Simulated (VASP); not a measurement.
# PbSe: single point with LDA

PbSe:

```
Pb Se
1.0
     0.00000    3.42320    3.42320
     3.42320    0.00000    3.42320
     3.42320    3.42320    0.00000
Pb Se
1 1
Direct
  0.00000 0.00000 0.00000
  0.25000 0.25000 0.25000
```

```yaml
Program: VASP 6.6.1
Task: single point
Functional: LDA
Potentials_or_basis: VASP PAW LDA potentials, release 64 (Pb_d, Se)
Cutoff: 500 eV
k_mesh: 2 × 2 × 2
Occupations: gaussian, width 0.01 eV
Spin: no spin polarisation
Dipole_correction: no
Further_INCAR_settings: ALGO = Normal; EDIFF = 1e-06; NBANDS = 17
```

```json
{
 "Pressure": "-2.9 GPa",
 "Band gap on the k mesh": "1.01 eV, direct"
}
```

Levels at points of the mesh, in eV from the valence-band top:
```tsv
k point	band 8	band 9	band 10	band 11	band 12	band 13
(0.00, 0.00, 0.00)	-1.07	-1.07	-1.07	2.56	2.56	2.56
(0.50, 0.00, 0.00)	-1.62	-1.62	-1.54	3.32	3.32	4.06
(0.50, 0.50, 0.00)	-2.33	-2.33	0.00	1.01	5.30	5.30
```

Run time: 7.1 s on 1 thread of Intel Xeon 6975P-C, with other jobs on the host, peak memory 0.17 GiB.

Caveat: the k points lie up to 0.79 Å⁻¹ apart; spin-orbit coupling is left out, which moves the levels of the heavy elements. A k mesh can miss the band edges.
